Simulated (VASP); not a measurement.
# Mn: single point with r2SCAN

The system is Mn.

```
Mn
1.0
     0.00000    2.76730    2.76730
     2.76730    0.00000    2.76730
     2.76730    2.76730    0.00000
Mn
2
Cartesian
  0.6918 0.6918 0.6918
  4.8428 4.8428 4.8428
```

This isn't the form of Mn at room conditions, which is a 58-atom cubic cell.

| Property | Result |
| --- | --- |
| Program | VASP 6.6.1 |
| Task | single point |
| Functional | r2SCAN |
| Potentials or basis | VASP PAW PBE potentials, release 64 (Mn_pv) |
| Cutoff | 520 eV |
| k mesh | 16 × 16 × 16 |
| Occupations | fermi-dirac, width 0.05 eV |
| Spin | collinear spin, antiferromagnetic start |
| Starting moments | [3.545, -3.545] μB |

* Pressure: 0.2 GPa
* Band gap on the k mesh: zero (filled and empty bands overlap)
* Net moment: 0.00 μB per cell
* Site moments: Mn +3.71, -3.71 μB
* Valence electrons inside the program's atomic spheres: Mn 11.61

Levels at points of the mesh, in eV from the Fermi level:
Spin up:
```tsv
k point	band 10	band 11	band 12	band 13	band 14	band 15	band 16	band 17
(0.00, 0.00, 0.00)	-3.90	-3.83	-3.83	0.29	0.29	0.29	1.72	1.72
(0.50, 0.00, 0.00)	-3.68	-3.68	-2.88	-2.14	0.61	0.61	1.62	1.62
(0.50, 0.50, 0.00)	-3.67	-3.42	-1.92	-1.91	1.28	1.40	1.47	1.47
```
Spin down:
| k point | band 9 | band 10 | band 11 | band 12 | band 13 | band 14 | band 15 | band 16 | band 17 | band 18 |
| --- | --- | --- | --- | --- | --- | --- | --- | --- | --- | --- |
| (0.00, 0.00, 0.00) | -3.90 | -3.90 | -3.83 | -3.83 | 0.29 | 0.29 | 0.29 | 1.72 | 1.72 | 10.35 |
| (0.50, 0.00, 0.00) | -3.91 | -3.68 | -3.68 | -2.88 | -2.14 | 0.61 | 0.61 | 1.62 | 1.62 | 2.02 |
| (0.50, 0.50, 0.00) | -3.67 | -3.67 | -3.42 | -1.92 | -1.91 | 1.28 | 1.40 | 1.47 | 1.47 | 2.67 |

It took 37 min on 1 thread of Intel Xeon 8259CL, with other jobs on the host, peak memory 0.34 GiB.

Caveat: the antiferromagnetic order is the one typed at the start, and another may lie lower; the PAW data sets were made with another functional, which shifts forces and pressure a little.
